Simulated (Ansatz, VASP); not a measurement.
# One calculation of BN, two programs

```
CELL_PARAMETERS angstrom
0.00000 1.93351 1.73347
1.73347 0.00000 1.73347
1.73347 1.93351 0.00000
ATOMIC_POSITIONS crystal
B 0.00000 0.00000 0.00000
N 0.75000 0.75000 0.75000
```

Alike in both runs: task single point; functional PBE; k mesh 12 × 12 × 12; occupations gaussian, width 0.05 eV; no spin polarisation.

|  | VASP | Ansatz |
| --- | --- | --- |
| version | VASP 6.6.1 | Ansatz 0.2.0 |
| potentials or method | VASP PAW PBE potentials, release 64 (B, N), cutoff 520 eV | scalar-relativistic, plane waves, PAW |
| valence electrons in the cell | 8 | 8 |

|  | VASP | Ansatz | Ansatz less VASP |
| --- | --- | --- | --- |
| gap on the k mesh at the Fermi level (eV) | 3.47 | 3.48 | +0.012 |
| least direct gap on the mesh (eV) | 8.14 | 8.14 | +0.006 |
| pressure (GPa) | 9.7 | 9.5 | -0.26 |
| traceless stress, the component that is largest in VASP (GPa) | -52.53 | -52.51 | +0.021 |
